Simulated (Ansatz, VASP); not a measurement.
## TaTe: VASP beside Ansatz

INCAR

```
PREC = Accurate
ENCUT = 520
EDIFF = 1E-7
ISMEAR = 0
SIGMA = 0.05
LREAL = False
LASPH = True
NELM = 150
ALGO = Normal
ISIF = 2
LWAVE = False
LCHARG = True
ISPIN = 2
MAGMOM = 0.1 0
LORBIT = 11
LMAXMIX = 4
GGA = PE
LELF = True
LVHAR = True
NBANDS = 20
```

Contents of KPOINTS:

```
regular mesh
0
Gamma
  10 10 10
```

Contents of POSCAR:

```
TaTe
1.0
    0.0000000000      2.8094567375      2.8094567375
    2.8094567375      0.0000000000      2.8094567375
    2.8094567375      2.8094567375      0.0000000000
Ta Te
1 1
Direct
    0.5000000000      0.5000000000      0.5000000000
    0.0000000000      0.0000000000      0.0000000000
```

Input for Ansatz:

```yaml
crystal:
  lattice:
    - [0.0, 2.8094567375, 2.8094567375]
    - [2.8094567375, 0.0, 2.8094567375]
    - [2.8094567375, 2.8094567375, 0.0]
  atoms:
    - { symbol: Ta, position: [0.5, 0.5, 0.5], spin: 0.1 }
    - { symbol: Te, position: [0.0, 0.0, 0.0] }
basis:
  ecutwfc: 420
  ecutrho_ratio: 4
kpoints:
  mp_grid: { grid: [10, 10, 10] }
hamiltonian:
  xc: pbe
scf:
  occupations: { method: gaussian, width: 0.05 }
output:
  forces: true
  stress: true
  eigenvalues: true
  populations: true
magnetization:
  spin_polarized: true
```

Alike in both runs: task single point; functional PBE; k mesh 10 × 10 × 10; occupations gaussian, width 0.05 eV; collinear spin.

```csv
,VASP,Ansatz
version,VASP 6.6.1,Ansatz 0.2.0
potentials or method,"VASP PAW PBE potentials, release 64 (Ta_pv, Te), cutoff 520 eV","scalar-relativistic, plane waves, PAW"
valence electrons in the cell,17,29
```

|  | VASP | Ansatz | Ansatz less VASP |
| --- | --- | --- | --- |
| gap on the k mesh at the Fermi level (eV) | none | none | - |
| pressure (GPa) | 4.9 | 4.8 | -0.07 |
| net moment per atom (μB) | 0.00 | 0.00 | 0.000 |

A gap of «none» marks a metal or a gap that the smearing closes. With one functional, cell and mesh, what is left measures potentials, basis and numerics. VASP's potentials hold 17 valence electrons a cell and Ansatz's 29, so a difference there can come from the potentials and not from the codes. Ansatz's warnings: seeded moment not kept.

Spin-orbit coupling is off throughout.
